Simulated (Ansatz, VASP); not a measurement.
SnPb3O4: VASP beside Ansatz

```
CELL_PARAMETERS angstrom
5.65870 0.00000 0.00000
0.00000 5.65870 0.00000
0.00000 0.00000 5.35965
ATOMIC_POSITIONS crystal
Sn 0.50000 0.50000 0.20250
Pb 0.00000 0.00000 0.22854
Pb 0.00000 0.50000 0.77390
Pb 0.50000 0.00000 0.77390
O 0.74531 0.74531 0.00529
O 0.25469 0.25469 0.00529
O 0.74531 0.25469 0.00529
O 0.25469 0.74531 0.00529
```

Alike in both runs: functional PBE; k mesh 4 × 4 × 4; occupations gaussian, width 0.1 eV; no spin polarisation.

Ansatz relaxed the structure, and its values are those at the end. VASP's run is a single point on that final structure, the one shown.

|  | VASP | Ansatz |
| --- | --- | --- |
| version | VASP 6.6.1 | Ansatz 0.2.0 |
| potentials or method | VASP PAW PBE potentials, release 64 (Sn_d, Pb_d, O), cutoff 520 eV | scalar-relativistic, plane waves, PAW |
| valence electrons in the cell | 80 | 80 |

|  | VASP | Ansatz | Ansatz less VASP |
| --- | --- | --- | --- |
| gap on the k mesh at the Fermi level (eV) | 1.24 | 1.24 | -0.001 |
| least direct gap on the mesh (eV) | 1.24 | 1.24 | -0.001 |
| pressure (GPa) | 0.2 | 0.2 | -0.08 |
| rms of the force components (eV/Å) | 0.020 | 0.004 | -0.0161 |

Spin-orbit coupling is off throughout.
